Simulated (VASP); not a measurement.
Wanted: the native input for a VASP 6.6.1 run.

* Task: single point
* Functional: PBE
* Potentials or basis: VASP PAW PBE potentials, release 64 (Pt, Se)
* Cutoff: 520 eV
* k mesh: 12 × 12 × 6
* Occupations: gaussian, width 0.02 eV
* Spin: no spin polarisation
* Dipole correction: no
* Further INCAR settings: ALGO = Normal; EDIFF = 1e-07; NBANDS = 18

The structure of PtSe2 lies in POSCAR:

```
PtSe2
1.0
    3.7515280056      0.0000000000      0.0000000000
   -1.8757640028      3.2489185559      0.0000000000
    0.0000000000      0.0000000000      6.5141502416
Pt Se
1 2
Direct
    0.0000000000      0.0000000000      0.0000000000
    0.3333333333      0.6666666667      0.2005958070
    0.6666666667      0.3333333333      0.7994041930
```

One way to write it, as run:

INCAR

```
SYSTEM = PtSe2
  ALGO = Normal
  EDIFF = 1E-7
  ENCUT = 520
  GGA = PE
  ISIF = 2
  ISMEAR = 0
  LASPH = .True.
  LCHARG = .True.
  LELF = .True.
  LREAL = .False.
  LVHAR = .True.
  LWAVE = .False.
  NBANDS = 18
  NELM = 80
  PREC = Accurate
  SIGMA = 0.02
```

KPOINTS

```
k-points
0
Gamma
  12 12 6
  0 0 0
```

Potentials or basis: VASP PAW PBE potentials, release 64 (Pt, Se).

Command:

```bash
$ cat potpaw_PBE.64/Pt/POTCAR potpaw_PBE.64/Se/POTCAR > POTCAR
$ mpirun -np 1 vasp_std > vasp.out
```

Results of the run:

```yaml
Pressure: 0.0 GPa
Band_gap_on_the_k_mesh: 0.85 eV, indirect (least direct gap 1.08 eV)
```

Caveat: spin-orbit coupling is left out, which moves the levels of the heavy elements; this functional lacks dispersion, which binds the layers, so the pressure and a relaxed spacing across them are unreliable.

Wall time 54 s on 1 thread of Intel(R) Xeon(R) 6975P-C (Granite Rapids) (shared host), peak memory 0.28 GiB.
